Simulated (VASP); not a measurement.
Input of a VASP 6.6.1 run:

INCAR

```
  PREC = Accurate
  ENCUT = 520
  EDIFF = 1E-6
  ISMEAR = 0
  SIGMA = 0.05
  LREAL = Auto
  LASPH = True
  NELM = 80
  ALGO = Normal
  ISIF = 2
  LWAVE = False
  LCHARG = False
  GGA = PE
  IVDW = 12
  IBRION = 2
  NSW = 80
  EDIFFG = -0.03
```

Contents of KPOINTS:

```
regular mesh
0
Gamma
  2 2 2
```

Contents of POSCAR:

```
Si
1.0
    0.0000000000      5.4300000000      5.4300000000
    5.4300000000      0.0000000000      5.4300000000
    5.4300000000      5.4300000000      0.0000000000
Si
17
Direct
    0.0000000000      0.0000000000      0.0000000000
    0.1250000000      0.1250000000      0.1250000000
    0.0000000000      0.0000000000      0.5000000000
    0.1250000000      0.1250000000      0.6250000000
    0.0000000000      0.5000000000      0.0000000000
    0.1250000000      0.6250000000      0.1250000000
    0.0000000000      0.5000000000      0.5000000000
    0.1250000000      0.6250000000      0.6250000000
    0.5000000000      0.0000000000      0.0000000000
    0.6250000000      0.1250000000      0.1250000000
    0.5000000000      0.0000000000      0.5000000000
    0.6250000000      0.1250000000      0.6250000000
    0.5000000000      0.5000000000      0.0000000000
    0.6250000000      0.6250000000      0.1250000000
    0.5000000000      0.5000000000      0.5000000000
    0.6250000000      0.6250000000      0.6250000000
    0.8752974500      0.3796387400      0.3738513500
```

Potentials or basis: VASP PAW PBE potentials, release 64 (Si).

Command:

```sh
$ cat potpaw_PBE.64/Si/POTCAR > POTCAR
$ mpirun -np 1 vasp_std > vasp.out
```

Predict the dispersion energy per atom.

-0.332 eV.

Estimate the energy gained by relaxing.

7.2 meV/atom.

Forces in eV/Å, atoms in the order of the input:
```
Si  -0.003  0.002 -0.002
Si   0.003 -0.006  0.004
Si  -0.003  0.006 -0.001
Si   0.007 -0.003  0.007
Si   0.005 -0.001  0.007
Si   0.001  0.003 -0.005
Si   0.001 -0.005  0.003
Si  -0.004  0.001 -0.005
Si   0.001  0.004  0.000
Si   0.000  0.000  0.000
Si  -0.003  0.000 -0.002
Si   0.003 -0.004  0.002
Si   0.003 -0.004  0.002
Si  -0.003  0.004  0.000
Si   0.007 -0.004  0.003
Si  -0.004  0.004  0.003
Si  -0.012  0.004 -0.016
```

Caveat: the k points lie up to 0.50 Å⁻¹ apart.
